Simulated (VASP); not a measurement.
Wanted: the native input for a VASP 6.6.1 run.

```
Task                   : single point
Functional             : r2SCAN
Potentials or basis    : VASP PAW PBE potentials, release 64 (Ga_d, As)
Cutoff                 : 520 eV
k mesh                 : 6 × 6 × 6
Occupations            : gaussian, width 0.01 eV
Spin                   : no spin polarisation
Dipole correction      : no
Further INCAR settings : ALGO = Normal; EDIFF = 1e-06; NBANDS = 16
```

Crystal: GaAs.

```
Ga As
1.0
     0.00000    2.83308    2.83308
     2.83308    0.00000    2.83308
     2.83308    2.83308    0.00000
Ga As
1 1
Cartesian
  0.0000 0.0000 0.0000
  1.4165 1.4165 1.4165
```

The input as run:

POSCAR

```
GaAs
1.0
    0.0000000000      2.8330831919      2.8330831919
    2.8330831919      0.0000000000      2.8330831919
    2.8330831919      2.8330831919      0.0000000000
Ga As
1 1
Direct
    0.0000000000      0.0000000000      0.0000000000
    0.2500000000      0.2500000000      0.2500000000
```

INCAR.step1

```
SYSTEM = GaAs
PREC     = Accurate       ! precision mode
ENCUT    = 520            ! plane-wave cutoff, eV
ISMEAR   = 0              ! smearing method
SIGMA    = 0.01           ! smearing width, eV
LREAL    = .FALSE.        ! projectors in reciprocal space
LASPH    = .TRUE.         ! aspherical terms in the spheres
NELM     = 80             ! most SCF steps
NBANDS   = 16             ! bands
GGA      = PE             ! functional
ALGO     = Normal         ! electronic algorithm
EDIFF    = 1E-4           ! SCF threshold, eV
LWAVE    = .TRUE.         ! write WAVECAR
LCHARG   = .FALSE.        ! write CHGCAR
```

INCAR.step2

```
SYSTEM = GaAs
PREC     = Accurate       ! precision mode
ENCUT    = 520            ! plane-wave cutoff, eV
EDIFF    = 1E-6           ! SCF threshold, eV
ISMEAR   = 0              ! smearing method
SIGMA    = 0.01           ! smearing width, eV
LREAL    = .FALSE.        ! projectors in reciprocal space
LASPH    = .TRUE.         ! aspherical terms in the spheres
NELM     = 80             ! most SCF steps
ALGO     = Normal         ! electronic algorithm
ISIF     = 2              ! what is computed and relaxed
LWAVE    = .FALSE.        ! write WAVECAR
LCHARG   = .TRUE.         ! write CHGCAR
METAGGA  = R2SCAN         ! meta-GGA
LMIXTAU  = .TRUE.       
LELF     = .TRUE.         ! ELF
LVHAR    = .TRUE.       
NBANDS   = 16             ! bands
ISTART   = 1
```

KPOINTS

```
Automatic mesh
0
G
  6 6 6
  0 0 0
```

Potentials or basis: VASP PAW PBE potentials, release 64 (Ga_d, As).

Launch:

```console
$ cat potpaw_PBE.64/Ga_d/POTCAR potpaw_PBE.64/As/POTCAR > POTCAR
$ cp INCAR.step1 INCAR
$ mpirun -np 1 vasp_std > vasp.out
$ cp INCAR.step2 INCAR
$ mpirun -np 1 vasp_std > vasp.out
```

It gave:

```
Pressure               : 0.1 GPa
Band gap on the k mesh : 0.94 eV, direct
```

Caveat: the PAW data sets were made with another functional, which shifts forces and pressure a little.

Run time: 110 s on 1 thread of AMD EPYC 7R13 (shared host), peak memory 0.14 GiB.
